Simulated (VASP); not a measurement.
# Mg (P-1) in VASP: single point with PBEsol

Aim: the single point of Mg with PBEsol.

All numbers are computed with VASP 6.6.1; they aren't measurements. Logs are shortened: lines on timing, memory, paths and dates and some standing lists are left out, and cuts for length are marked.

### Step 1. The cell of the first run

The typed cell holds 2 atoms: a = 3.210 Å, b = 3.168 Å, c = 5.212 Å, α = 89.36°, β = 88.27°, γ = 118.70°.

### Step 2. Single point, PBEsol (equal xy, yz and zx shear strains of +3 %)

INCAR reads:

```
ALGO = Normal ; EDIFF = 1E-7
ENCUT = 520 ; GGA = PS
ISIF = 2 ; ISMEAR = -1
LASPH = True ; LCHARG = True
LELF = True ; LREAL = False
LVHAR = True ; LWAVE = False
NBANDS = 9 ; NELM = 60
PREC = Accurate ; SIGMA = 0.08
```

KPOINTS reads:

```
k-points
0
Gamma
  12 12 7
```

POSCAR reads:

```
Mg
1.0
    3.2092715325      0.0481390730      0.0481390730
   -1.5629461061      2.7552411383      0.0176201236
    0.0781549500      0.0781549500      5.2103300000
Mg
2
Direct
    0.3333333333      0.6666666667      0.2500000000
    0.6666666667      0.3333333333      0.7500000000
```

Potentials or basis: VASP PAW PBE potentials, release 64 (Mg).

Run with:

```
$ cat potpaw_PBE.64/Mg/POTCAR > POTCAR
$ mpirun -np 1 vasp_std > vasp.out
```

OUTCAR:

```text
EDIFF = 1E-7
   ENCUT = 520
   GGA = PS
   ISIF = 2
   ISMEAR = -1
   LASPH = True
   LREAL = False
   NELM = 60
   PREC = Accurate

 ion  position               nearest neighbor table
   1  0.333  0.667  0.250-   2 3.15   2 3.15   2 3.17   2 3.20   2 3.24   2 3.27
   2  0.667  0.333  0.750-   1 3.15   1 3.15   1 3.17   1 3.20   1 3.24   1 3.27

  LATTYP: Found a triclinic cell.
 ALAT       =     3.2517152844
 B/A-ratio  =     2.3079335097
 C/A-ratio  =     0.9871693112
 COS(alpha) =     0.0014024116
 COS(beta)  =     0.5194127996
 COS(gamma) =     0.6161173392

  Lattice vectors:

 A1 = (  -1.6463254264,  -2.8033802113,  -0.0657591966)
 A2 = (  -0.0052243703,  -5.4804663996,   5.1269506798)
 A3 = (  -3.2092715325,  -0.0481390730,  -0.0481390730)

Analysis of symmetry for initial positions (statically):
=====================================================================
 Subroutine PRICEL returns:
 Original cell was already a primitive cell.

 Routine SETGRP: Setting up the symmetry group for a
 triclinic supercell.

 Subroutine GETGRP returns: Found  2 space group operations
 (whereof  2 operations were pure point group operations)
 out of a pool of  2 trial point group operations.

The static configuration has the point symmetry S_2 .

Analysis of symmetry for dynamics (positions and initial velocities):
=====================================================================
 Subroutine PRICEL returns:
 Original cell was already a primitive cell.

 Routine SETGRP: Setting up the symmetry group for a
 triclinic supercell.

 Subroutine GETGRP returns: Found  2 space group operations
 (whereof  2 operations were pure point group operations)
 out of a pool of  2 trial point group operations.

The dynamic configuration has the point symmetry S_2 .

 Subroutine INISYM returns: Found  2 space group operations
 (whereof  2 operations are pure point group operations),
 and found     1 'primitive' translations

----------------------------------------------------------------------------------------

                                     Primitive cell

  volume of cell :      46.4428

  direct lattice vectors                    reciprocal lattice vectors
     3.209271532  0.048139073  0.048139073     0.309075590  0.175373590 -0.007266738
    -1.562946106  2.755241138  0.017620124    -0.005319621  0.359961035 -0.005319621
     0.078154950  0.078154950  5.210330000    -0.002837609 -0.002837609  0.192011551

  length of vectors
     3.209993537  3.167722325  5.211502192     0.355438352  0.360039641  0.192053482

  position of ions in fractional coordinates (direct lattice)
     0.333333333  0.666666667  0.250000000
     0.666666667  0.333333333  0.750000000

  ion indices of the primitive-cell ions
   primitive index   ion index
                 1           1
                 2           2

----------------------------------------------------------------------------------------

 KPOINTS: k-points

Automatic generation of k-mesh.
 Grid dimensions read from file:
 generate k-points for:   12   12    7

 Generating k-lattice:

  Cartesian coordinates                     Fractional coordinates (reciprocal lattice)
     0.025756299  0.014614466 -0.000605561     0.083333333 -0.000000000  0.000000000
    -0.000443302  0.029996753 -0.000443302     0.000000000  0.083333333  0.000000000
    -0.000405373 -0.000405373  0.027430222    -0.000000000  0.000000000  0.142857143

  Length of vectors
     0.029619863  0.030003303  0.027436212

  Shift w.r.t. Gamma in fractional coordinates (k-lattice)
     0.000000000  0.000000000  0.000000000

 Subroutine IBZKPT returns following result:
 ===========================================

 Found    506 irreducible k-points:

 Following reciprocal coordinates:
            Coordinates               Weight
  0.000000  0.000000  0.000000      1.000000
  0.083333  0.000000 -0.000000      2.000000
  0.166667  0.000000  0.000000      2.000000
  0.250000  0.000000 -0.000000      2.000000
  0.333333  0.000000  0.000000      2.000000
  0.416667  0.000000 -0.000000      2.000000
[... 16 lines left out ...]
  0.250000  0.166667 -0.000000      2.000000
  0.333333  0.166667  0.000000      2.000000
 [... further k-points ...]
   k-points           NKPTS =    506   k-points in BZ     NKDIM =    506   number of bands    NBANDS=      9
   number of dos      NEDOS =    301   number of ions     NIONS =      2
   total plane-waves  NPLWV =  23040
   dimension x,y,z NGX =    24 NGY =   24 NGZ =   40
   dimension x,y,z NGXF=    48 NGYF=   48 NGZF=   80
   ions per type =               2
   NGX,Y,Z   is equivalent  to a cutoff of  12.43, 12.60, 12.76 a.u.
   NGXF,Y,Z  is equivalent  to a cutoff of  24.86, 25.19, 25.52 a.u.
 SYSTEM =  unknown system
   PREC   = accura    normal or accurate (medium, high low for compatibility)
   ISTART =      0    job   : 0-new  1-cont  2-samecut
   ICHARG =      2    charge: 1-file 2-atom 10-const
   ISPIN  =      1    spin polarized calculation?
   LNONCOLLINEAR =      F non collinear calculations
   LSORBIT =      F    spin-orbit coupling
   LASPH  =      T    aspherical Exc in radial PAW
   ENCUT  =  520.0 eV  38.22 Ry    6.18 a.u.   5.97  5.89  9.69*2*pi/ulx,y,z
   NELM   =     60;   NELMIN=  2; NELMDL= -5     # of ELM steps
   EDIFF  = 0.1E-06   stopping-criterion for ELM
   LREAL  =      F    real-space projection
   EDIFFG = 0.1E-05   stopping-criterion for IOM
   NSW    =      0    number of steps for IOM
   IBRION =     -1    ionic relax: 0-MD 1-quasi-New 2-CG
   NFREE  =      0    steps in history (QN), initial steepest desc. (CG)
   ISIF   =      2    stress and relaxation
   ISYM   =      2    0-nonsym 1-usesym 2-fastsym
   POTIM  = 0.5000    time-step for ionic-motion
   TEBEG  =    0.0;   TEEND  =   0.0 temperature during run
   PSTRESS=    0.0 pullay stress
   NELECT =       4.0000    total number of electrons
   NUPDOWN=      -1.0000    fix difference up-down
   EMIN   =  10.00;   EMAX   =-10.00  energy-range for DOS
   EFERMI =   0.00;   METHOD = LEGACY
   ISMEAR =    -1;   SIGMA  =   0.08  broadening in eV -4-tet -1-fermi 0-gaus
   EFERMI_NEDOS =   21; number of points for ismear=-14 and -15
   IALGO  =     38    algorithm
   IMIX   =      4    mixing-type and parameters
     AMIX     =   0.40;   BMIX     =  1.00
     AMIX_MAG =   1.60;   BMIX_MAG =  1.00
  volume/ion in A,a.u.               =      23.22       156.71
  Fermi-wavevector in a.u.,A,eV,Ry     =   0.722973  1.366221  7.111626  0.522690
  Thomas-Fermi vector in A             =   1.813071
   LORBIT       =      0    0 simple, 1 ext, 2 COOP (PROOUT), +10 PAW based schemes
   GGA     = PS    functional components
   LHFCALC =     F    Hartree Fock is set to
   AEXX    =    0.0000 exact exchange contribution
   IVDW    =     0    specifies the selected vdW correction
   LEPSILON=     F    determine dielectric tensor
   LRPA    =     F    only Hartree local field effects (RPA)
 non-spin polarized calculation
  energy-cutoff  :      520.00
  volume of cell :       46.44
 maximum number of plane-waves:      1269
   NGX = 11   NGY = 11   NGZ = 19

 number of electron       4.0000000 magnetization

 Free energy of the ion-electron system (eV)
  ---------------------------------------------------
  ext. energy  EPLUGINS =         0.00000000
  ---------------------------------------------------
  free energy    TOTEN  =        -3.44412058 eV

  energy without entropy =       -3.42686050  energy(sigma->0) =       -3.43549054

 E-fermi :   2.5022     XC(G=0):  -8.4976

 val. band max:        2.4969068946   @ k =   0.3333   0.3333   0.2857
 cond. band min:       2.5078193886   @ k =   0.3333   0.5000  -0.0000
 fundamental gap:      0.0109124940
 Fermi energy:         2.5021926045

 k-point     1 :       0.0000    0.0000    0.0000
  band No.  band energies     occupation
      1      -4.3470      2.00000
      2       0.8686      2.00000
      3       1.3008      2.00000
      4      13.0672      0.00000
      5      13.1807      0.00000
      6      13.7110      0.00000
      7      13.7175      0.00000
      8      14.3792      0.00000
      9      15.8801      0.00000

 k-point     2 :       0.0833    0.0000   -0.0000
  band No.  band energies     occupation
      1      -4.2147      2.00000
      2       0.9801      2.00000
      3       1.4390      2.00000
      4      10.7657      0.00000
      5      12.4489      0.00000
      6      13.1820      0.00000
      7      14.7934      0.00000
      8      15.1012      0.00000
      9      15.5124      0.00000

 k-point     3 :       0.1667    0.0000    0.0000
  band No.  band energies     occupation
      1      -3.8189      2.00000
      2       1.3186      2.00000
      3       1.8451      1.99946
      4       8.3114      0.00000
      5      11.4480      0.00000
      6      11.9111      0.00000
      7      12.8470      0.00000
      8      14.3052      0.00000
      9      15.7703      0.00000

 k-point     4 :       0.2500    0.0000   -0.0000
  band No.  band energies     occupation
      1      -3.1629      2.00000
      2       1.8903      1.99905
      3       2.4904      1.07345
      4       6.0473      0.00000
      5      10.1939      0.00000
      6      10.7210      0.00000
      7      10.9776      0.00000
      8      12.7510      0.00000
      9      15.0617      0.00000
[... 205 lines left out ...]
 k-point    22 :       0.1667    0.1667   -0.0000
  band No.  band energies     occupation
      1      -2.7713      2.00000
      2       2.2355      1.93112
      3       2.8647      0.02130
      4       6.3568      0.00000
      5       6.8962      0.00000
      6      10.8314      0.00000
      7      11.3827      0.00000
      8      12.1215      0.00000
      9      12.7106      0.00000

 k-point    23 :       0.2500    0.1667   -0.0000
  band No.  band energies     occupation
      1      -1.8706      2.00000
      2       3.0171      0.00320
      3       3.5240      0.00001
      4       4.5813      0.00000
      5       6.2513      0.00000
      6       8.9104      0.00000
      7      10.1611      0.00000
      8      10.9622      0.00000
      9      12.0054      0.00000

 k-point    24 :       0.3333    0.1667    0.0000
  band No.  band energies     occupation
      1      -0.7236      2.00000
      2       2.3191      1.81576
      3       4.0867      0.00000
      4       4.8499      0.00000
      5       5.9721      0.00000
      6       7.1718      0.00000
      7       8.5521      0.00000
      8      10.5976      0.00000
      9      11.6470      0.00000

 [... further k-points ...]

------------------------ aborting loop because EDIFF is reached ----------------------------------------

  FORCE on cell =-STRESS in cart. coord.  units (eV):
  Direction    XX          YY          ZZ          XY          YZ          ZX
  --------------------------------------------------------------------------------------
  -------------------------------------------------------------------------------------
  Total       -0.2756952     -0.2488472     -0.4239381     -0.1606796     -0.1633577     -0.1772531
  in kB       -9.5108935     -8.5846965    -14.6249558     -5.5431030     -5.6354913     -6.1148503
  external PRESSURE =     -10.9068486 kB  Pullay stress =       0.0000000 kB

 VOLUME and BASIS-vectors are now :
 -----------------------------------------------------------------------------
  energy-cutoff  :      520.00
  volume of cell :       46.44
      direct lattice vectors                 reciprocal lattice vectors
     3.209271532  0.048139073  0.048139073     0.309075590  0.175373590 -0.007266738
    -1.562946106  2.755241138  0.017620124    -0.005319621  0.359961035 -0.005319621
     0.078154950  0.078154950  5.210330000    -0.002837609 -0.002837609  0.192011551

 POSITION                                       TOTAL-FORCE (eV/Angst)
 -----------------------------------------------------------------------------------
      0.04733      1.87241      1.33038        -0.015104      0.000702      0.004646
      1.67715      1.00912      3.94571         0.015104     -0.000702     -0.004646
 -----------------------------------------------------------------------------------
    total drift:                                0.000000     -0.000000     -0.000000

  FREE ENERGIE OF THE ION-ELECTRON SYSTEM (eV)
  ---------------------------------------------------
  free  energy   TOTEN  =        -3.4441205826 eV

  energy  without entropy=       -3.4268604983  energy(sigma->0) =       -3.43549054
```

Wall time 41 s (1 thread of Intel Xeon 6975P-C (Granite Rapids), shared host); peak memory 0.32 GiB.

Results:

```
Free energy            : -3.4441 eV
Pressure               : -1.1 GPa
Largest force          : 0.016 eV/Å
Band gap on the k mesh : zero (bands 2 and 3 overlap by 2.22 eV)
```

Forces on the atoms (eV/Å):
```
Mg  -0.015  0.001  0.005
Mg   0.015 -0.001 -0.005
```

Caveat: the cell differs from its parent crystal (equal xy, yz and zx shear strains of +3 %); the PAW data sets were made with another functional, which shifts forces and pressure a little.
